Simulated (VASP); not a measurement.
# Ge (P4_32_12) in VASP: single point with PBEsol

Aim: the single point of Ge with PBEsol.

All numbers are computed with VASP 6.6.1; they aren't measurements. Logs are shortened: lines on timing, memory, paths and dates and some standing lists are left out, and cuts for length are marked.

**Measured values to compare with.**

From “Properties of the exotic metastable ST12 germanium allotrope”, 2017, pmc:5216117, for a powder of Ge: band gap 0.74 ± 0.02 eV (optical).

How close the calculation comes is told below.

**1. The cell of the first run**

It takes space group P4_32_12 (No. 96, tetragonal). Conventional cell: a = 5.925 Å, b = 5.925 Å, c = 6.971 Å, α = 90.00°, β = 90.00°, γ = 90.00°. Ge (site symmetry 2) has 4 Ge at 2.48 to 2.49 Å within 3.3 Å. Ge (site symmetry 1) has 4 Ge at 2.48 to 2.51 Å within 3.3 Å.

**2. Single point, PBEsol**

Input file INCAR:

```
  PREC = Accurate
  ENCUT = 520
  EDIFF = 1E-6
  ISMEAR = 0
  SIGMA = 0.02
  LREAL = False
  LASPH = True
  NELM = 100
  ALGO = Normal
  ISIF = 2
  LWAVE = False
  LCHARG = False
  GGA = PS
  NBANDS = 96
```

Input file KPOINTS:

```
regular mesh
0
Gamma
  6 6 4
```

Input file POSCAR:

```
Ge
1.0
    5.9247117652      0.0000000000      0.0000000000
    0.0000000000      5.9247117652      0.0000000000
    0.0000000000      0.0000000000      6.9711569698
Ge
12
Direct
    0.0886848375      0.0886848375      0.0000000000
    0.4113151625      0.5886848375      0.7500000000
    0.9113151625      0.9113151625      0.5000000000
    0.5886848375      0.4113151625      0.2500000000
    0.1716473518      0.3694250636      0.2567869298
    0.1305749364      0.6716473518      0.0067869298
    0.8283526482      0.6305749364      0.7567869298
    0.8694250636      0.3283526482      0.5067869298
    0.6716473518      0.1305749364     -0.0067869298
    0.6305749364      0.8283526482      0.2432130702
    0.3283526482      0.8694250636      0.4932130702
    0.3694250636      0.1716473518      0.7432130702
```

Potentials or basis: VASP PAW PBE potentials, release 64 (Ge_d).

Started as:

```console
$ cat potpaw_PBE.64/Ge_d/POTCAR > POTCAR
$ mpirun -np 1 vasp_std > vasp.out
```

OUTCAR:

```text
PREC = Accurate
   ENCUT = 520
   EDIFF = 1E-6
   ISMEAR = 0
   LREAL = False
   LASPH = True
   NELM = 100
   ISIF = 2
   GGA = PS

 ion  position               nearest neighbor table
   1  0.089  0.089  0.000-   6 2.48   9 2.48   5 2.49  12 2.49
   2  0.411  0.589  0.750-   7 2.48  12 2.48  11 2.49   6 2.49
   3  0.911  0.911  0.500-   8 2.48  11 2.48  10 2.49   7 2.49
   4  0.589  0.411  0.250-   5 2.48  10 2.48   9 2.49   8 2.49
   5  0.172  0.369  0.257-   4 2.48   1 2.49   6 2.51   8 2.51
   6  0.131  0.672  0.007-   1 2.48   2 2.49   5 2.51   7 2.51
   7  0.828  0.631  0.757-   2 2.48   3 2.49   6 2.51   8 2.51
   8  0.869  0.328  0.507-   3 2.48   4 2.49   5 2.51   7 2.51
   9  0.672  0.131  0.993-   1 2.48   4 2.49  10 2.51  12 2.51
  10  0.631  0.828  0.243-   4 2.48   3 2.49   9 2.51  11 2.51
  11  0.328  0.869  0.493-   3 2.48   2 2.49  10 2.51  12 2.51
  12  0.369  0.172  0.743-   2 2.48   1 2.49   9 2.51  11 2.51

  LATTYP: Found a simple tetragonal cell.
 ALAT       =     5.9247117652
 C/A-ratio  =     1.1766238167

  Lattice vectors:

 A1 = (   5.9247117652,   0.0000000000,   0.0000000000)
 A2 = (   0.0000000000,   5.9247117652,   0.0000000000)
 A3 = (   0.0000000000,   0.0000000000,   6.9711569698)

Analysis of symmetry for initial positions (statically):
=====================================================================
 Subroutine PRICEL returns:
 Original cell was already a primitive cell.

 Routine SETGRP: Setting up the symmetry group for a
 simple tetragonal supercell.

 Subroutine GETGRP returns: Found  8 space group operations
 (whereof  2 operations were pure point group operations)
 out of a pool of 16 trial point group operations.

The static configuration has the point symmetry C_2 .
 The point group associated with its full space group is D_4 .

Analysis of symmetry for dynamics (positions and initial velocities):
=====================================================================
 Subroutine PRICEL returns:
 Original cell was already a primitive cell.

 Routine SETGRP: Setting up the symmetry group for a
 simple tetragonal supercell.

 Subroutine GETGRP returns: Found  8 space group operations
 (whereof  2 operations were pure point group operations)
 out of a pool of 16 trial point group operations.

The dynamic configuration has the point symmetry C_2 .
[... 129 lines left out ...]
   TEBEG  =    0.0;   TEEND  =   0.0 temperature during run
   PSTRESS=    0.0 pullay stress
   NELECT =     168.0000    total number of electrons
   NUPDOWN=      -1.0000    fix difference up-down
   EMIN   =  10.00;   EMAX   =-10.00  energy-range for DOS
   EFERMI =   0.00;   METHOD = LEGACY
   ISMEAR =     0;   SIGMA  =   0.02  broadening in eV -4-tet -1-fermi 0-gaus
   EFERMI_NEDOS =   21; number of points for ismear=-14 and -15
   IALGO  =     38    algorithm
   IMIX   =      4    mixing-type and parameters
     AMIX     =   0.40;   BMIX     =  1.00
     AMIX_MAG =   1.60;   BMIX_MAG =  1.00
  volume/ion in A,a.u.               =      20.39       137.61
  Fermi-wavevector in a.u.,A,eV,Ry     =   1.444214  2.729168 28.378399  2.085753
  Thomas-Fermi vector in A             =   2.562534
   LORBIT       =      0    0 simple, 1 ext, 2 COOP (PROOUT), +10 PAW based schemes
   GGA     = PS    functional components
   LHFCALC =     F    Hartree Fock is set to
   AEXX    =    0.0000 exact exchange contribution
   IVDW    =     0    specifies the selected vdW correction
   LEPSILON=     F    determine dielectric tensor
   LRPA    =     F    only Hartree local field effects (RPA)
 non-spin polarized calculation
 Gauss-broadening in eV      SIGMA  =   0.02
  energy-cutoff  :      520.00
  volume of cell :      244.70
 maximum number of plane-waves:      6640
 NGX is ok and might be reduce to    48
   NGX = 23   NGY = 23   NGZ = 25

 number of electron     167.9999935 magnetization

 Free energy of the ion-electron system (eV)
  ---------------------------------------------------
  ext. energy  EPLUGINS =         0.00000000
  ---------------------------------------------------
  free energy    TOTEN  =       -57.90772135 eV

  energy without entropy =      -57.90772135  energy(sigma->0) =      -57.90772135

 E-fermi :   5.3901     XC(G=0): -10.8370

 val. band max:        5.2397199054   @ k =   0.3333   0.3333   0.0000
 cond. band min:       5.6956186970   @ k =   0.3333   0.3333   0.0000
 fundamental gap:      0.4558987916
 Fermi energy:         5.3900946051

 k-point     1 :       0.0000    0.0000    0.0000
  band No.  band energies     occupation
      1     -19.0601      2.00000
      2     -19.0328      2.00000
      3     -19.0328      2.00000
      4     -19.0148      2.00000
      5     -19.0148      2.00000
      6     -19.0141      2.00000
[... 2365 lines left out ...]
     95       9.6278      0.00000
     96       9.6278      0.00000

 [... further k-points ...]

------------------------ aborting loop because EDIFF is reached ----------------------------------------

  FORCE on cell =-STRESS in cart. coord.  units (eV):
  Direction    XX          YY          ZZ          XY          YZ          ZX
  --------------------------------------------------------------------------------------
  -------------------------------------------------------------------------------------
  Total       -0.0093511     -0.0093511      0.0219935      0.0000000      0.0000000     -0.0000000
  in kB       -0.0612256     -0.0612256      0.1440013      0.0000000      0.0000000     -0.0000000
  external PRESSURE =       0.0071834 kB  Pullay stress =       0.0000000 kB

 VOLUME and BASIS-vectors are now :
 -----------------------------------------------------------------------------
  energy-cutoff  :      520.00
  volume of cell :      244.70
      direct lattice vectors                 reciprocal lattice vectors
     5.924711765  0.000000000  0.000000000     0.168784582  0.000000000  0.000000000
     0.000000000  5.924711765  0.000000000     0.000000000  0.168784582  0.000000000
     0.000000000  0.000000000  6.971156970     0.000000000  0.000000000  0.143448212

 POSITION                                       TOTAL-FORCE (eV/Angst)
 -----------------------------------------------------------------------------------
      0.52543      0.52543      0.00000        -0.001278     -0.001278     -0.000000
      2.43692      3.48779      5.22837         0.001278     -0.001278     -0.000000
      5.39928      5.39928      3.48558         0.001278      0.001278     -0.000000
      3.48779      2.43692      1.74279        -0.001278      0.001278     -0.000000
      1.01696      2.18874      1.79010         0.003125      0.003189     -0.001929
      0.77362      3.97932      0.04731        -0.003189      0.003125     -0.001929
      4.90775      3.73597      5.27568        -0.003125     -0.003189     -0.001929
      5.15109      1.94539      3.53289         0.003189     -0.003125     -0.001929
      3.97932      0.77362      6.92384         0.003125     -0.003189      0.001929
      3.73597      4.90775      1.69548        -0.003189     -0.003125      0.001929
      1.94539      5.15109      3.43827        -0.003125      0.003189      0.001929
      2.18874      1.01696      5.18105         0.003189      0.003125      0.001929
 -----------------------------------------------------------------------------------
    total drift:                                0.000000     -0.000000      0.000000

  FREE ENERGIE OF THE ION-ELECTRON SYSTEM (eV)
  ---------------------------------------------------
  free  energy   TOTEN  =       -57.9077213457 eV

  energy  without entropy=      -57.9077213457  energy(sigma->0) =      -57.90772135
```

Run time: 18 min. Hardware: 1 thread of Intel Xeon Platinum 8488C (Sapphire Rapids), shared host; peak memory 0.61 GiB.

What came out:

```
Free energy            : -57.9077 eV
Pressure               : 0.0 GPa
Largest force          : 0.005 eV/Å
Band gap on the k mesh : 0.46 eV
```

Forces in eV/Å, atoms in the order of the input:
```
Ge  -0.001 -0.001  0.000
Ge   0.001 -0.001  0.000
Ge   0.001  0.001  0.000
Ge  -0.001  0.001  0.000
Ge   0.003  0.003 -0.002
Ge  -0.003  0.003 -0.002
Ge  -0.003 -0.003 -0.002
Ge   0.003 -0.003 -0.002
Ge   0.003 -0.003  0.002
Ge  -0.003 -0.003  0.002
Ge  -0.003  0.003  0.002
Ge   0.003  0.003  0.002
```

Levels at points of the mesh, in eV from the valence-band top:
```tsv
k point	band 81	band 82	band 83	band 84	band 85	band 86	band 87	band 88
(0.00, 0.00, 0.00)	-1.06	-1.01	-1.01	-0.23	1.40	1.65	1.65	2.49
(0.50, 0.00, 0.00)	-0.58	-0.58	-0.09	-0.09	1.18	1.18	2.22	2.22
(0.50, 0.50, 0.00)	-0.34	-0.34	-0.09	-0.09	1.16	1.16	1.57	1.57
(0.00, 0.00, 0.50)	-1.21	-1.21	-0.76	-0.76	0.77	0.77	1.45	1.45
(0.50, 0.00, 0.50)	-0.82	-0.82	-0.55	-0.55	0.71	0.71	1.27	1.27
(0.50, 0.50, 0.50)	-1.02	-1.02	-1.02	-1.02	1.18	1.18	1.18	1.18
```

Caveat: semilocal functionals underestimate gaps, and a narrow one can read as zero; the PAW data sets were made with another functional, which shifts forces and pressure a little.

**3. Comparison with measurements**

Step 2. Against the measured gap of Ge, 0.74 eV (optical; powder; “Properties of the exotic metastable ST12 germanium allotrope”, 2017, pmc:5216117), the calculated 0.46 eV is off by -0.28 eV. Spin-orbit coupling on Ge is left out. The value is that of PBEsol on a finite k mesh, which can miss the band edges, without temperature or zero-point motion. Semilocal functionals fall short of measured gaps as a rule.
